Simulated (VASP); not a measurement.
Write the native input for VASP 6.6.1 that does the following.

| Property | Result |
| --- | --- |
| Task | single point |
| Functional | LDA |
| Potentials or basis | VASP PAW LDA potentials, release 64 (Mo_sv) |
| Cutoff | 520 eV |
| k mesh | 12 × 12 × 12 |
| Occupations | fermi-dirac, width 0.05 eV |
| Spin | no spin polarisation |
| Dipole correction | no |
| Further INCAR settings | ALGO = Normal; EDIFF = 1e-06; NBANDS = 13 |

The structure of Mo lies in POSCAR:

```
Mo
1.0
   -1.5624035240      1.5624035240      1.5624035240
    1.5624035240     -1.5624035240      1.5624035240
    1.5624035240      1.5624035240     -1.5624035240
Mo
1
Direct
    0.0000000000      0.0000000000      0.0000000000
```

One way to write it, as run:

INCAR

```
SYSTEM = Mo
PREC = Accurate
ENCUT = 520
EDIFF = 1E-6
ISMEAR = -1
SIGMA = 0.05
LREAL = .FALSE.
LASPH = .TRUE.
NELM = 80
ALGO = Normal
ISIF = 2
LWAVE = .FALSE.
LCHARG = .FALSE.
NBANDS = 13
```

KPOINTS

```
Automatic mesh
0
G
  12 12 12
  0 0 0
```

Potentials or basis: VASP PAW LDA potentials, release 64 (Mo_sv).

Command:

```sh
$ cat potpaw_LDA.64/Mo_sv/POTCAR > POTCAR
$ mpirun -np 1 vasp_std > vasp.out
```

It gave:

- Pressure: -2.6 GPa
- Band gap on the k mesh: zero (band 7 reaches 17.01 eV, above the bottom of band 8 at 11.44 eV)

Wall time 16 s on 1 thread of AMD EPYC 7R13 (shared host), peak memory 0.09 GiB.
